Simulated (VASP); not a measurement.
# InPd (Pm-3m) in VASP: a series of runs

InPd is run at these levels: PBE; tasks: single point.

All numbers are computed with VASP 6.6.1; they aren't measurements. Logs are shortened: lines on timing, memory, paths and dates and some standing lists are left out, and cuts for length are marked.

### Step 1. The cell of the first run

Symmetry: Pm-3m, No. 221, cubic system. Conventional cell: a = 3.272 Å, b = 3.272 Å, c = 3.272 Å, α = 90.00°, β = 90.00°, γ = 90.00°. Within 3.7 Å of In (site symmetry m-3m) lie 8 Pd at 2.83 Å and 6 In at 3.27 Å. Pd (site symmetry m-3m) has 8 In at 2.83 Å and 6 Pd at 3.27 Å within 3.7 Å.

### Step 2. Single point, PBE

The input, INCAR:

```
  PREC = Accurate
  ENCUT = 520
  EDIFF = 1E-6
  ISMEAR = 0
  SIGMA = 0.05
  LREAL = F
  LASPH = T
  NELM = 80
  ALGO = Normal
  ISIF = 2
  LWAVE = F
  LCHARG = F
  GGA = PE
  NBANDS = 18
```

The input, KPOINTS:

```
regular mesh
0
Gamma
  10 10 10
```

The input, POSCAR:

```
InPd
1.0
    3.2718847800      0.0000000000      0.0000000000
    0.0000000000      3.2718847800      0.0000000000
    0.0000000000      0.0000000000      3.2718847800
In Pd
1 1
Direct
    0.0000000000      0.0000000000      0.0000000000
    0.5000000000      0.5000000000      0.5000000000
```

Potentials or basis: VASP PAW PBE potentials, release 64 (In_d, Pd).

The run is started by

```console
$ cat potpaw_PBE.64/In_d/POTCAR potpaw_PBE.64/Pd/POTCAR > POTCAR
$ mpirun -np 1 vasp_std > vasp.out
```

OUTCAR:

```text
PREC = Accurate
   ENCUT = 520
   EDIFF = 1E-6
   ISMEAR = 0
   LREAL = F
   LASPH = T
   NELM = 80
   ISIF = 2
   GGA = PE

 ion  position               nearest neighbor table
   1  0.000  0.000  0.000-   2 2.83   2 2.83   2 2.83   2 2.83   2 2.83   2 2.83   2 2.83   2 2.83

   2  0.500  0.500  0.500-   1 2.83   1 2.83   1 2.83   1 2.83   1 2.83   1 2.83   1 2.83   1 2.83

  LATTYP: Found a simple cubic cell.
 ALAT       =     3.2718847800

  Lattice vectors:

 A1 = (   3.2718847800,   0.0000000000,   0.0000000000)
 A2 = (   0.0000000000,   3.2718847800,   0.0000000000)
 A3 = (   0.0000000000,   0.0000000000,   3.2718847800)

Analysis of symmetry for initial positions (statically):
=====================================================================
 Subroutine PRICEL returns:
 Original cell was already a primitive cell.

 Routine SETGRP: Setting up the symmetry group for a
 simple cubic supercell.

 Subroutine GETGRP returns: Found 48 space group operations
 (whereof 48 operations were pure point group operations)
 out of a pool of 48 trial point group operations.

The static configuration has the point symmetry O_h .

Analysis of symmetry for dynamics (positions and initial velocities):
=====================================================================
 Subroutine PRICEL returns:
 Original cell was already a primitive cell.

 Routine SETGRP: Setting up the symmetry group for a
 simple cubic supercell.

 Subroutine GETGRP returns: Found 48 space group operations
 (whereof 48 operations were pure point group operations)
 out of a pool of 48 trial point group operations.

The dynamic configuration has the point symmetry O_h .

 Subroutine INISYM returns: Found 48 space group operations
 (whereof 48 operations are pure point group operations),
 and found     1 'primitive' translations

----------------------------------------------------------------------------------------

                                     Primitive cell

  volume of cell :      35.0263

  direct lattice vectors                    reciprocal lattice vectors
     3.271884780  0.000000000  0.000000000     0.305634234  0.000000000  0.000000000
     0.000000000  3.271884780  0.000000000     0.000000000  0.305634234  0.000000000
     0.000000000  0.000000000  3.271884780     0.000000000  0.000000000  0.305634234

  length of vectors
     3.271884780  3.271884780  3.271884780     0.305634234  0.305634234  0.305634234

  position of ions in fractional coordinates (direct lattice)
     0.000000000  0.000000000  0.000000000
     0.500000000  0.500000000  0.500000000

  ion indices of the primitive-cell ions
   primitive index   ion index
                 1           1
                 2           2

----------------------------------------------------------------------------------------

 KPOINTS: regular mesh

Automatic generation of k-mesh.
 Grid dimensions read from file:
 generate k-points for:   10   10   10

 Generating k-lattice:

  Cartesian coordinates                     Fractional coordinates (reciprocal lattice)
     0.030563423  0.000000000  0.000000000     0.100000000  0.000000000  0.000000000
     0.000000000  0.030563423  0.000000000     0.000000000  0.100000000  0.000000000
     0.000000000  0.000000000  0.030563423     0.000000000  0.000000000  0.100000000

  Length of vectors
     0.030563423  0.030563423  0.030563423

  Shift w.r.t. Gamma in fractional coordinates (k-lattice)
     0.000000000  0.000000000  0.000000000

 Subroutine IBZKPT returns following result:
 ===========================================

 Found     56 irreducible k-points:

 Following reciprocal coordinates:
            Coordinates               Weight
  0.000000  0.000000  0.000000      1.000000
  0.100000  0.000000  0.000000      6.000000
  0.200000  0.000000  0.000000      6.000000
  0.300000  0.000000  0.000000      6.000000
  0.400000  0.000000  0.000000      6.000000
  0.500000  0.000000  0.000000      3.000000
[... 16 lines left out ...]
  0.200000  0.100000  0.100000     24.000000
  0.300000  0.100000  0.100000     24.000000
 [... further k-points ...]
   k-points           NKPTS =     56   k-points in BZ     NKDIM =     56   number of bands    NBANDS=     18
   number of dos      NEDOS =    301   number of ions     NIONS =      2
   total plane-waves  NPLWV =  13824
   dimension x,y,z NGX =    24 NGY =   24 NGZ =   24
   dimension x,y,z NGXF=    48 NGYF=   48 NGZF=   48
   ions per type =               1   1
   NGX,Y,Z   is equivalent  to a cutoff of  12.19, 12.19, 12.19 a.u.
   NGXF,Y,Z  is equivalent  to a cutoff of  24.39, 24.39, 24.39 a.u.
 SYSTEM =  unknown system
   PREC   = accura    normal or accurate (medium, high low for compatibility)
   ISTART =      0    job   : 0-new  1-cont  2-samecut
   ICHARG =      2    charge: 1-file 2-atom 10-const
   ISPIN  =      1    spin polarized calculation?
   LNONCOLLINEAR =      F non collinear calculations
   LSORBIT =      F    spin-orbit coupling
   LASPH  =      T    aspherical Exc in radial PAW
   ENCUT  =  520.0 eV  38.22 Ry    6.18 a.u.   6.08  6.08  6.08*2*pi/ulx,y,z
   NELM   =     80;   NELMIN=  2; NELMDL= -5     # of ELM steps
   EDIFF  = 0.1E-05   stopping-criterion for ELM
   LREAL  =      F    real-space projection
   EDIFFG = 0.1E-04   stopping-criterion for IOM
   NSW    =      0    number of steps for IOM
   IBRION =     -1    ionic relax: 0-MD 1-quasi-New 2-CG
   NFREE  =      0    steps in history (QN), initial steepest desc. (CG)
   ISIF   =      2    stress and relaxation
   ISYM   =      2    0-nonsym 1-usesym 2-fastsym
   POTIM  = 0.5000    time-step for ionic-motion
   TEBEG  =    0.0;   TEEND  =   0.0 temperature during run
   PSTRESS=    0.0 pullay stress
   NELECT =      23.0000    total number of electrons
   NUPDOWN=      -1.0000    fix difference up-down
   EMIN   =  10.00;   EMAX   =-10.00  energy-range for DOS
   EFERMI =   0.00;   METHOD = LEGACY
   ISMEAR =     0;   SIGMA  =   0.05  broadening in eV -4-tet -1-fermi 0-gaus
   EFERMI_NEDOS =   21; number of points for ismear=-14 and -15
   IALGO  =     38    algorithm
   IMIX   =      4    mixing-type and parameters
     AMIX     =   0.40;   BMIX     =  1.00
     AMIX_MAG =   1.60;   BMIX_MAG =  1.00
  volume/ion in A,a.u.               =      17.51       118.18
  Fermi-wavevector in a.u.,A,eV,Ry     =   1.422938  2.688964 27.548447  2.024754
  Thomas-Fermi vector in A             =   2.543589
   LORBIT       =      0    0 simple, 1 ext, 2 COOP (PROOUT), +10 PAW based schemes
   GGA     = PE    functional components
   LHFCALC =     F    Hartree Fock is set to
   AEXX    =    0.0000 exact exchange contribution
   IVDW    =     0    specifies the selected vdW correction
   LEPSILON=     F    determine dielectric tensor
   LRPA    =     F    only Hartree local field effects (RPA)
 non-spin polarized calculation
 Gauss-broadening in eV      SIGMA  =   0.05
  energy-cutoff  :      520.00
  volume of cell :       35.03
 maximum number of plane-waves:       968
   NGX = 13   NGY = 13   NGZ = 13

 number of electron      22.9999997 magnetization

 Free energy of the ion-electron system (eV)
  ---------------------------------------------------
  ext. energy  EPLUGINS =         0.00000000
  ---------------------------------------------------
  free energy    TOTEN  =        -8.73337471 eV

  energy without entropy =       -8.73153799  energy(sigma->0) =       -8.73245635

 E-fermi :  10.6283     XC(G=0): -12.2304

 val. band max:       10.5910410723   @ k =   0.5000   0.4000   0.3000
 cond. band min:      10.6324250465   @ k =   0.3000   0.1000   0.1000
 fundamental gap:      0.0413839742
 Fermi energy:        10.6282858774

 k-point     1 :       0.0000    0.0000    0.0000
  band No.  band energies     occupation
      1      -4.4629      2.00000
      2      -4.4629      2.00000
      3      -4.0542      2.00000
      4      -4.0542      2.00000
      5      -4.0542      2.00000
      6       0.4322      2.00000
[... 10 lines left out ...]
     17      21.0717      0.00000
     18      26.5082      0.00000

 k-point     2 :       0.1000    0.0000    0.0000
  band No.  band energies     occupation
      1      -4.4574      2.00000
      2      -4.4292      2.00000
      3      -4.0644      2.00000
      4      -4.0644      2.00000
      5      -4.0511      2.00000
      6       0.5910      2.00000
[... 10 lines left out ...]
     17      22.0164      0.00000
     18      26.1531      0.00000

 k-point     3 :       0.2000    0.0000    0.0000
  band No.  band energies     occupation
      1      -4.4430      2.00000
      2      -4.3414      2.00000
      3      -4.0911      2.00000
      4      -4.0911      2.00000
      5      -4.0431      2.00000
      6       1.0655      2.00000
[... 10 lines left out ...]
     17      24.6054      0.00000
     18      25.4489      0.00000

 k-point     4 :       0.3000    0.0000    0.0000
  band No.  band energies     occupation
      1      -4.4251      2.00000
      2      -4.2335      2.00000
      3      -4.1239      2.00000
      4      -4.1239      2.00000
      5      -4.0332      2.00000
      6       1.8457      2.00000
[... 10 lines left out ...]
     17      24.5862      0.00000
     18      24.5889      0.00000

 k-point     5 :       0.4000    0.0000    0.0000
  band No.  band energies     occupation
      1      -4.4105      2.00000
      2      -4.1502      2.00000
      3      -4.1502      2.00000
      4      -4.1467      2.00000
      5      -4.0252      2.00000
      6       2.8977      2.00000
[... 10 lines left out ...]
     17      22.6723      0.00000
     18      22.6724      0.00000

 k-point     6 :       0.5000    0.0000    0.0000
  band No.  band energies     occupation
      1      -4.4049      2.00000
      2      -4.1602      2.00000
      3      -4.1602      2.00000
      4      -4.1137      2.00000
      5      -4.0221      2.00000
      6       3.9217      2.00000
[... 307 lines left out ...]
 k-point    21 :       0.5000    0.5000    0.0000
  band No.  band energies     occupation
      1      -4.4107      2.00000
      2      -4.2737      2.00000
      3      -4.1940      2.00000
      4      -4.1940      2.00000
      5      -3.8503      2.00000
      6       4.3425      2.00000
[... 10 lines left out ...]
     17      21.8243      0.00000
     18      24.3688      0.00000

 k-point    22 :       0.1000    0.1000    0.1000
  band No.  band energies     occupation
      1      -4.4045      2.00000
      2      -4.4045      2.00000
      3      -4.0780      2.00000
      4      -4.0780      2.00000
      5      -4.0669      2.00000
      6       0.9050      2.00000
[... 10 lines left out ...]
     17      22.0058      0.00000
     18      25.5209      0.00000

 k-point    23 :       0.2000    0.1000    0.1000
  band No.  band energies     occupation
      1      -4.3919      2.00000
      2      -4.3155      2.00000
      3      -4.1082      2.00000
      4      -4.1057      2.00000
      5      -4.0671      2.00000
      6       1.3696      2.00000
[... 10 lines left out ...]
     17      24.2429      0.00000
     18      24.2987      0.00000

 k-point    24 :       0.3000    0.1000    0.1000
  band No.  band energies     occupation
      1      -4.3763      2.00000
      2      -4.2062      2.00000
      3      -4.1505      2.00000
      4      -4.1399      2.00000
      5      -4.0617      2.00000
      6       2.1263      2.00000
[... 10 lines left out ...]
     17      22.6394      0.00000
     18      23.3666      0.00000

 [... further k-points ...]
[... 5 lines left out ...]
  --------------------------------------------------------------------------------------
  -------------------------------------------------------------------------------------
  Total        0.8630252      0.8630252      0.8630252     -0.0000000     -0.0000000      0.0000000
  in kB       39.4766268     39.4766268     39.4766268     -0.0000000     -0.0000000      0.0000000
  external PRESSURE =      39.4766268 kB  Pullay stress =       0.0000000 kB

 VOLUME and BASIS-vectors are now :
 -----------------------------------------------------------------------------
  energy-cutoff  :      520.00
  volume of cell :       35.03
      direct lattice vectors                 reciprocal lattice vectors
     3.271884780  0.000000000  0.000000000     0.305634234  0.000000000  0.000000000
     0.000000000  3.271884780  0.000000000     0.000000000  0.305634234  0.000000000
     0.000000000  0.000000000  3.271884780     0.000000000  0.000000000  0.305634234

 POSITION                                       TOTAL-FORCE (eV/Angst)
 -----------------------------------------------------------------------------------
      0.00000      0.00000      0.00000         0.000000      0.000000      0.000000
      1.63594      1.63594      1.63594         0.000000      0.000000      0.000000
 -----------------------------------------------------------------------------------
    total drift:                                0.000000      0.000000     -0.000000

  FREE ENERGIE OF THE ION-ELECTRON SYSTEM (eV)
  ---------------------------------------------------
  free  energy   TOTEN  =        -8.7333747138 eV

  energy  without entropy=       -8.7315379892  energy(sigma->0) =       -8.73245635
```

Wall time 46 s (1 thread of AMD EPYC 7R13, shared host); peak memory 0.13 GiB.

What came out:

```
Free energy : -8.7334 eV
Pressure    : 3.9 GPa
```

Caveat: spin-orbit coupling is left out, which moves the levels of the heavy elements.

### Step 3. Single point, PBE

This run uses another cell than the first one, of 18.56 Å³/atom, 1.060 times its volume.

The input, INCAR:

```
PREC = Accurate ; ENCUT = 520
EDIFF = 1E-7 ; ISMEAR = 0
SIGMA = 0.05 ; LREAL = F
LASPH = T ; NELM = 60
ALGO = Fast ; ISIF = 2
LWAVE = F ; LCHARG = F
GGA = PE ; NBANDS = 18
```

The input, KPOINTS:

```
Automatic mesh
0
Gamma
  10 10 10
```

The input, POSCAR:

```
InPd
1.0
    3.3360556752      0.0000000000      0.0000000000
    0.0000000000      3.3360556752      0.0000000000
    0.0000000000      0.0000000000      3.3360556752
In Pd
1 1
Direct
    0.0000000000      0.0000000000      0.0000000000
    0.5000000000      0.5000000000      0.5000000000
```

Potentials or basis: VASP PAW PBE potentials, release 64 (In_d, Pd).

The run is started by

```console
$ cat potpaw_PBE.64/In_d/POTCAR potpaw_PBE.64/Pd/POTCAR > POTCAR
$ mpirun -np 1 vasp_std > vasp.out
```

It took 2 min on 1 thread of AMD EPYC 7R13, shared host; peak memory 0.15 GiB.

The run converged. Its results:

```yaml
Free_energy: -8.7415 eV
Pressure: -2.5 GPa
```

Levels at points of the mesh, in eV from the Fermi level:
```csv
k point,band 7,band 8,band 9,band 10,band 11,band 12,band 13,band 14,band 15,band 16
"(0.00, 0.00, 0.00)",-3.62,-3.62,-2.22,-2.22,-2.22,4.07,4.07,4.07,8.63,10.13
"(0.50, 0.00, 0.00)",-5.68,-3.58,-3.10,-3.10,-2.27,-1.15,9.01,9.01,9.64,10.30
"(0.50, 0.50, 0.00)",-3.33,-2.60,-2.60,-2.16,-2.16,-1.69,1.12,2.22,9.01,11.11
"(0.50, 0.50, 0.50)",-4.58,-4.58,-1.65,-1.65,-0.36,3.66,3.66,3.66,4.11,4.11
```

Caveat: spin-orbit coupling is left out, which moves the levels of the heavy elements.
